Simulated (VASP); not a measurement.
# GaN (P6_3mc) in VASP: notebook

GaN is run at these levels: LDA; tasks: single point.

All numbers are computed with VASP 6.6.1; they aren't measurements. Logs are shortened: lines on timing, memory, paths and dates and some standing lists are left out, and cuts for length are marked.

### 1 The cell of the first run

It takes space group P6_3mc (No. 186, hexagonal). The conventional cell has a = 3.120 Å, b = 3.120 Å, c = 5.164 Å, α = 90.00°, β = 90.00°, γ = 120.00°. Within 2.5 Å of Ga (site symmetry 3m) lie 4 N at 1.92 to 1.93 Å. N (site symmetry 3m) has 4 Ga at 1.92 to 1.93 Å within 2.5 Å.

### 2 Single point, LDA (film at in-plane strain -0.01)

Input file INCAR:

```
  ALGO = Normal
  EDIFF = 1E-6
  ENCUT = 520
  ISIF = 2
  ISMEAR = 0
  LASPH = T
  LCHARG = T
  LELF = T
  LREAL = F
  LVHAR = T
  LWAVE = F
  NBANDS = 26
  NELM = 100
  PREC = Accurate
  SIGMA = 0.01
```

Input file KPOINTS:

```
k-points
0
Gamma
  8 8 4
```

Input file POSCAR:

```
GaN
1.0
    3.1202964304      0.0000000000      0.0000000000
   -1.5601482152      2.7022559760      0.0000000000
    0.0000000000      0.0000000000      5.1636386758
Ga N
2 2
Direct
    0.3333333333      0.6666666667      0.0006161271
    0.6666666667      0.3333333333      0.5006161271
    0.3333333333      0.6666666667      0.3743838729
    0.6666666667      0.3333333333      0.8743838729
```

Potentials or basis: VASP PAW LDA potentials, release 64 (Ga_d, N).

The run is started by

```console
cat potpaw_LDA.64/Ga_d/POTCAR potpaw_LDA.64/N/POTCAR > POTCAR
mpirun -np 1 vasp_std > vasp.out
```

OUTCAR:

```text
EDIFF = 1E-6
   ENCUT = 520
   ISIF = 2
   ISMEAR = 0
   LASPH = T
   LREAL = F
   NELM = 100
   PREC = Accurate

 ion  position               nearest neighbor table
   1  0.333  0.667  0.001-   4 1.92   4 1.92   4 1.92   3 1.93
   2  0.667  0.333  0.501-   3 1.92   3 1.92   3 1.92   4 1.93
   3  0.333  0.667  0.374-   2 1.92   2 1.92   2 1.92   1 1.93
   4  0.667  0.333  0.874-   1 1.92   1 1.92   1 1.92   2 1.93

  LATTYP: Found a hexagonal cell.
 ALAT       =     3.1202964304
 C/A-ratio  =     1.6548551687

  Lattice vectors:

 A1 = (   3.1202964304,   0.0000000000,   0.0000000000)
 A2 = (  -1.5601482152,   2.7022559760,   0.0000000000)
 A3 = (   0.0000000000,   0.0000000000,   5.1636386758)

Analysis of symmetry for initial positions (statically):
=====================================================================
 Subroutine PRICEL returns:
 Original cell was already a primitive cell.

 Routine SETGRP: Setting up the symmetry group for a
 hexagonal supercell.

 Subroutine GETGRP returns: Found 12 space group operations
 (whereof  6 operations were pure point group operations)
 out of a pool of 24 trial point group operations.

The static configuration has the point symmetry C_3v.
 The point group associated with its full space group is C_6v.

Analysis of symmetry for dynamics (positions and initial velocities):
=====================================================================
 Subroutine PRICEL returns:
 Original cell was already a primitive cell.

 Routine SETGRP: Setting up the symmetry group for a
 hexagonal supercell.

 Subroutine GETGRP returns: Found 12 space group operations
 (whereof  6 operations were pure point group operations)
 out of a pool of 24 trial point group operations.

The dynamic configuration has the point symmetry C_3v.
 The point group associated with its full space group is C_6v.

 Subroutine INISYM returns: Found 12 space group operations
 (whereof  6 operations are pure point group operations),
 and found     1 'primitive' translations

----------------------------------------------------------------------------------------

                                     Primitive cell

  volume of cell :      43.5390

  direct lattice vectors                    reciprocal lattice vectors
     3.120296430  0.000000000  0.000000000     0.320482372  0.185030583  0.000000000
    -1.560148215  2.702255976  0.000000000     0.000000000  0.370061167  0.000000000
     0.000000000  0.000000000  5.163638676     0.000000000  0.000000000  0.193661885

  length of vectors
     3.120296430  3.120296430  5.163638676     0.370061167  0.370061167  0.193661885

  position of ions in fractional coordinates (direct lattice)
     0.333333333  0.666666667  0.000616127
     0.666666667  0.333333333  0.500616127
     0.333333333  0.666666667  0.374383873
     0.666666667  0.333333333  0.874383873

  ion indices of the primitive-cell ions
   primitive index   ion index
                 1           1
                 2           2
                 3           3
                 4           4

----------------------------------------------------------------------------------------

 KPOINTS: k-points

Automatic generation of k-mesh.
 Grid dimensions read from file:
 generate k-points for:    8    8    4

 Generating k-lattice:

  Cartesian coordinates                     Fractional coordinates (reciprocal lattice)
     0.040060296  0.023128823  0.000000000     0.125000000  0.000000000  0.000000000
     0.000000000  0.046257646  0.000000000     0.000000000  0.125000000  0.000000000
     0.000000000  0.000000000  0.048415471     0.000000000  0.000000000  0.250000000

  Length of vectors
     0.046257646  0.046257646  0.048415471

  Shift w.r.t. Gamma in fractional coordinates (k-lattice)
     0.000000000  0.000000000  0.000000000

 Subroutine IBZKPT returns following result:
 ===========================================

 Found     30 irreducible k-points:

 Following reciprocal coordinates:
            Coordinates               Weight
  0.000000  0.000000  0.000000      1.000000
  0.125000 -0.000000  0.000000      6.000000
  0.250000 -0.000000  0.000000      6.000000
  0.375000 -0.000000  0.000000      6.000000
  0.500000 -0.000000  0.000000      3.000000
  0.125000  0.125000  0.000000      6.000000
[... 16 lines left out ...]
  0.250000 -0.000000  0.500000      6.000000
  0.375000 -0.000000  0.500000      6.000000
 [... further k-points ...]
   k-points           NKPTS =     30   k-points in BZ     NKDIM =     30   number of bands    NBANDS=     26
   number of dos      NEDOS =    301   number of ions     NIONS =      4
   total plane-waves  NPLWV =  23040
   dimension x,y,z NGX =    24 NGY =   24 NGZ =   40
   dimension x,y,z NGXF=    48 NGYF=   48 NGZF=   80
   ions per type =               2   2
   NGX,Y,Z   is equivalent  to a cutoff of  12.79, 12.79, 12.88 a.u.
   NGXF,Y,Z  is equivalent  to a cutoff of  25.57, 25.57, 25.76 a.u.
 SYSTEM =  unknown system
   PREC   = accura    normal or accurate (medium, high low for compatibility)
   ISTART =      0    job   : 0-new  1-cont  2-samecut
   ICHARG =      2    charge: 1-file 2-atom 10-const
   ISPIN  =      1    spin polarized calculation?
   LNONCOLLINEAR =      F non collinear calculations
   LSORBIT =      F    spin-orbit coupling
   LASPH  =      T    aspherical Exc in radial PAW
   ENCUT  =  520.0 eV  38.22 Ry    6.18 a.u.   5.80  5.80  9.60*2*pi/ulx,y,z
   NELM   =    100;   NELMIN=  2; NELMDL= -5     # of ELM steps
   EDIFF  = 0.1E-05   stopping-criterion for ELM
   LREAL  =      F    real-space projection
   EDIFFG = 0.1E-04   stopping-criterion for IOM
   NSW    =      0    number of steps for IOM
   IBRION =     -1    ionic relax: 0-MD 1-quasi-New 2-CG
   NFREE  =      0    steps in history (QN), initial steepest desc. (CG)
   ISIF   =      2    stress and relaxation
   ISYM   =      2    0-nonsym 1-usesym 2-fastsym
   POTIM  = 0.5000    time-step for ionic-motion
   TEBEG  =    0.0;   TEEND  =   0.0 temperature during run
   PSTRESS=    0.0 pullay stress
   NELECT =      36.0000    total number of electrons
   NUPDOWN=      -1.0000    fix difference up-down
   EMIN   =  10.00;   EMAX   =-10.00  energy-range for DOS
   EFERMI =   0.00;   METHOD = LEGACY
   ISMEAR =     0;   SIGMA  =   0.01  broadening in eV -4-tet -1-fermi 0-gaus
   EFERMI_NEDOS =   21; number of points for ismear=-14 and -15
   IALGO  =     38    algorithm
   IMIX   =      4    mixing-type and parameters
     AMIX     =   0.40;   BMIX     =  1.00
     AMIX_MAG =   1.60;   BMIX_MAG =  1.00
  volume/ion in A,a.u.               =      10.88        73.45
  Fermi-wavevector in a.u.,A,eV,Ry     =   1.536560  2.903678 32.123593  2.361017
  Thomas-Fermi vector in A             =   2.643192
   LORBIT       =      0    0 simple, 1 ext, 2 COOP (PROOUT), +10 PAW based schemes
   GGA     = CA    functional components
   LHFCALC =     F    Hartree Fock is set to
   AEXX    =    0.0000 exact exchange contribution
   IVDW    =     0    specifies the selected vdW correction
   LEPSILON=     F    determine dielectric tensor
   LRPA    =     F    only Hartree local field effects (RPA)
 non-spin polarized calculation
 Gauss-broadening in eV      SIGMA  =   0.01
  energy-cutoff  :      520.00
  volume of cell :       43.54
 maximum number of plane-waves:      1184
 NGX is ok and might be reduce to    24
   NGX = 11   NGY = 11   NGZ = 19

 number of electron      36.0000022 magnetization

 Free energy of the ion-electron system (eV)
  ---------------------------------------------------
  ext. energy  EPLUGINS =         0.00000000
  ---------------------------------------------------
  free energy    TOTEN  =       -27.89137127 eV

  energy without entropy =      -27.89137127  energy(sigma->0) =      -27.89137127

 E-fermi :   5.7749     XC(G=0): -12.3823

 val. band max:        5.6506357406   @ k =   0.0000   0.0000   0.0000
 cond. band min:       7.8322430693   @ k =   0.0000   0.0000   0.0000
 fundamental gap:      2.1816073287
 Fermi energy:         5.7749093960

 k-point     1 :       0.0000    0.0000    0.0000
  band No.  band energies     occupation
      1     -10.6633      2.00000
      2      -9.6359      2.00000
      3      -7.9988      2.00000
      4      -7.9749      2.00000
      5      -7.9749      2.00000
      6      -7.9067      2.00000
[... 18 lines left out ...]
     25      17.6045      0.00000
     26      17.6045      0.00000

 k-point     2 :       0.1250   -0.0000    0.0000
  band No.  band energies     occupation
      1     -10.4941      2.00000
      2      -9.5918      2.00000
      3      -7.9779      2.00000
      4      -7.9497      2.00000
      5      -7.9302      2.00000
      6      -7.8856      2.00000
[... 18 lines left out ...]
     25      17.0062      0.00000
     26      17.9267      0.00000

 k-point     3 :       0.2500   -0.0000    0.0000
  band No.  band energies     occupation
      1     -10.0931      2.00000
      2      -9.5085      2.00000
      3      -7.9329      2.00000
      4      -7.9050      2.00000
      5      -7.8417      2.00000
      6      -7.7872      2.00000
[... 18 lines left out ...]
     25      17.2218      0.00000
     26      18.3494      0.00000

 k-point     4 :       0.3750   -0.0000    0.0000
  band No.  band energies     occupation
      1      -9.7483      2.00000
      2      -9.4561      2.00000
      3      -7.9201      2.00000
      4      -7.8880      2.00000
      5      -7.7962      2.00000
      6      -7.7325      2.00000
[... 18 lines left out ...]
     25      17.6818      0.00000
     26      19.0017      0.00000
[... 496 lines left out ...]
      1      -9.9338      2.00000
      2      -9.9338      2.00000
      3      -7.9345      2.00000
      4      -7.9345      2.00000
      5      -7.9193      2.00000
      6      -7.9193      2.00000
[... 18 lines left out ...]
     25      16.6853      0.00000
     26      16.6853      0.00000

 k-point    23 :       0.2500   -0.0000    0.5000
  band No.  band energies     occupation
      1      -9.7027      2.00000
      2      -9.7027      2.00000
      3      -7.9056      2.00000
      4      -7.9056      2.00000
      5      -7.8482      2.00000
      6      -7.8482      2.00000
[... 18 lines left out ...]
     25      17.4691      0.00000
     26      17.4691      0.00000

 k-point    24 :       0.3750   -0.0000    0.5000
  band No.  band energies     occupation
      1      -9.5368      2.00000
      2      -9.5368      2.00000
      3      -7.9165      2.00000
      4      -7.9165      2.00000
      5      -7.7929      2.00000
      6      -7.7929      2.00000
[... 18 lines left out ...]
     25      17.9233      0.00000
     26      17.9233      0.00000

 [... further k-points ...]
[... 5 lines left out ...]
  --------------------------------------------------------------------------------------
  -------------------------------------------------------------------------------------
  Total        1.6170672      1.6170672      0.3127035      0.0000000      0.0000000      0.0000000
  in kB       59.5059617     59.5059617     11.5070795      0.0000000      0.0000000      0.0000000
  external PRESSURE =      43.5063343 kB  Pullay stress =       0.0000000 kB

 VOLUME and BASIS-vectors are now :
 -----------------------------------------------------------------------------
  energy-cutoff  :      520.00
  volume of cell :       43.54
      direct lattice vectors                 reciprocal lattice vectors
     3.120296430  0.000000000  0.000000000     0.320482372  0.185030583  0.000000000
    -1.560148215  2.702255976  0.000000000     0.000000000  0.370061167  0.000000000
     0.000000000  0.000000000  5.163638676     0.000000000  0.000000000  0.193661885

 POSITION                                       TOTAL-FORCE (eV/Angst)
 -----------------------------------------------------------------------------------
     -0.00000      1.80150      0.00318        -0.000000      0.000000      0.005693
      1.56015      0.90075      2.58500         0.000000      0.000000      0.005693
     -0.00000      1.80150      1.93318        -0.000000      0.000000     -0.005693
      1.56015      0.90075      4.51500         0.000000      0.000000     -0.005693
 -----------------------------------------------------------------------------------
    total drift:                               -0.000000     -0.000000     -0.000084

  FREE ENERGIE OF THE ION-ELECTRON SYSTEM (eV)
  ---------------------------------------------------
  free  energy   TOTEN  =       -27.8913712726 eV

  energy  without entropy=      -27.8913712726  energy(sigma->0) =      -27.89137127
```

It took 41 s on 1 thread of Intel Xeon Platinum 8259CL at 2.50GHz (Skylake/Cascade Lake), shared host; peak memory 0.15 GiB.

What came out:

```
Free energy            : -27.8914 eV
Pressure               : 4.4 GPa
Largest force          : 0.006 eV/Å
Band gap on the k mesh : 2.18 eV, direct
```

Forces in eV/Å, atoms in the order of the input:
```
Ga   0.000  0.000  0.006
Ga   0.000  0.000  0.006
N    0.000  0.000 -0.006
N    0.000  0.000 -0.006
```

Caveat: the cell differs from its parent crystal (film at in-plane strain -0.01).

### 3 Single point, LDA (in-plane strain -0.005, then relaxed in part)

Input file INCAR:

```
  ALGO = Normal
  EDIFF = 1E-7
  ENCUT = 520
  GGA = CA
  ISIF = 2
  ISMEAR = 0
  LASPH = T
  LCHARG = F
  LREAL = F
  LWAVE = F
  NBANDS = 26
  NELM = 80
  PREC = Accurate
  SIGMA = 0.01
```

KPOINTS is that of step 2.

Input file POSCAR:

```
GaN
1.0
    3.1360555033      0.0000000000      0.0000000000
   -1.5680277516      2.7159037335      0.0000000000
    0.0000000000      0.0000000000      5.1504033593
Ga N
2 2
Direct
    0.3333333333      0.6666666667     -0.0000627399
    0.6666666667      0.3333333333      0.4999372601
    0.3333333333      0.6666666667      0.3750627399
    0.6666666667      0.3333333333      0.8750627399
```

Potentials or basis: VASP PAW LDA potentials, release 64 (Ga_d, N).

The run is started by

```console
cat potpaw_LDA.64/Ga_d/POTCAR potpaw_LDA.64/N/POTCAR > POTCAR
mpirun -np 1 vasp_std > vasp.out
```

Wall time 42 s (1 thread of Intel Xeon Platinum 8259CL at 2.50GHz (Skylake/Cascade Lake), shared host); peak memory 0.15 GiB.

Results (log left out):

```
Free energy            : -27.9036 eV
Pressure               : 2.7 GPa
Largest force          : 0.004 eV/Å
Band gap on the k mesh : 2.17 eV, direct
```

Forces on the atoms (eV/Å):
```
Ga   0.000  0.000  0.004
Ga   0.000  0.000  0.004
N    0.000  0.000 -0.004
N    0.000  0.000 -0.004
```

Stress tensor (GPa, compression positive):
```
3.49 0.00 0.00
0.00 3.49 0.00
0.00 0.00 1.16
```

Levels at points of the mesh, in eV from the valence-band top:
```tsv
k point	band 14	band 15	band 16	band 17	band 18	band 19	band 20	band 21	band 22	band 23
(0.00, 0.00, 0.00)	-1.07	-1.07	-0.10	0.00	0.00	2.17	4.50	9.19	10.00	10.00
(0.50, 0.00, 0.00)	-5.52	-4.47	-2.89	-2.40	-1.07	5.06	5.67	5.96	8.75	10.39
(0.00, 0.00, 0.50)	-4.00	-0.55	-0.55	-0.55	-0.55	4.47	4.47	8.46	8.46	10.53
(0.50, 0.00, 0.50)	-6.91	-2.06	-2.06	-2.06	-2.06	4.37	4.37	7.84	7.84	10.03
```

Caveat: the cell differs from its parent crystal (in-plane strain -0.005, then relaxed in part).
